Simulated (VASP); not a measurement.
Wanted: the native input for a VASP 6.6.1 run.

* Task: relaxation of cell and atoms
* Functional: PBE
* Potentials or basis: VASP PAW PBE potentials, release 64 (Sr_sv, Zn, H)
* Cutoff: 600 eV
* k mesh: 4 × 4 × 2
* Occupations: gaussian, width 0.1 eV
* Spin: no spin polarisation
* Dipole correction: no
* Further INCAR settings: ALGO = Normal; EDIFF = 1e-07; IBRION = 2; EDIFFG = -0.04; NSW = 90; ISIF = 3

The structure of Sr3Zn2H lies in POSCAR:

```
Sr3Zn2H
1.0
    3.7761804800      0.0000000000      0.0000000000
    0.0000000000      3.7761804800      0.0000000000
    0.0000000000      0.0000000000      8.0297746200
Sr Zn H
3 2 1
Direct
    0.5000000000      0.0000000000      0.9998509900
    0.0000000000      0.5000000000      0.9998509900
    0.5000000000      0.5000000000      0.3771390000
    0.5000000000      0.5000000000      0.7365469900
    0.0000000000      0.0000000000      0.2648670100
    0.0000000000      0.0000000000      0.6217470200
```

The cell was generated, and may not be a known phase.

These files were run (other wordings do the same):

INCAR

```
  PREC = Accurate
  ENCUT = 600
  EDIFF = 1E-7
  ISMEAR = 0
  SIGMA = 0.1
  LREAL = False
  LASPH = True
  NELM = 100
  ALGO = Normal
  ISIF = 3
  LWAVE = False
  LCHARG = False
  GGA = PE
  IBRION = 2
  NSW = 90
  EDIFFG = -0.04
```

KPOINTS

```
Automatic mesh
0
Gamma
  4 4 2
```

Potentials or basis: VASP PAW PBE potentials, release 64 (Sr_sv, Zn, H).

Run with:

```bash
$ cat potpaw_PBE.64/Sr_sv/POTCAR potpaw_PBE.64/Zn/POTCAR potpaw_PBE.64/H/POTCAR > POTCAR
$ mpirun -np 1 vasp_std > vasp.out
```

Results of the run:

```yaml
Relaxed_volume: 36.70 Å³/atom
Relaxed_cell: a = 5.798 Å, b = 5.798 Å, c = 6.549 Å, α = 90.00°, β = 90.00°, γ = 90.00°
Space_group_after_relaxing_to_0.1_Å: P4mm (No. 99)
Energy_gained_by_relaxing: 1276.3 meV/atom
Ionic_steps: 70
Pressure_after_relaxing: 0.0 GPa
Largest_force_after_relaxing: 0.039 eV/Å
Band_gap_on_the_k_mesh: zero (an odd number of electrons rules out a gap without spin polarisation)
```

Caveat: the k points lie up to 0.48 Å⁻¹ apart in the final cell, too coarse for converged energies and pressures of a metal; the volume moved by over 15 % at a fixed basis, so the end points are rough.

Wall time 27 min on 1 thread of AMD EPYC 9R45 96-Core Processor (Zen 5), with other jobs on the host, peak memory 0.24 GiB.
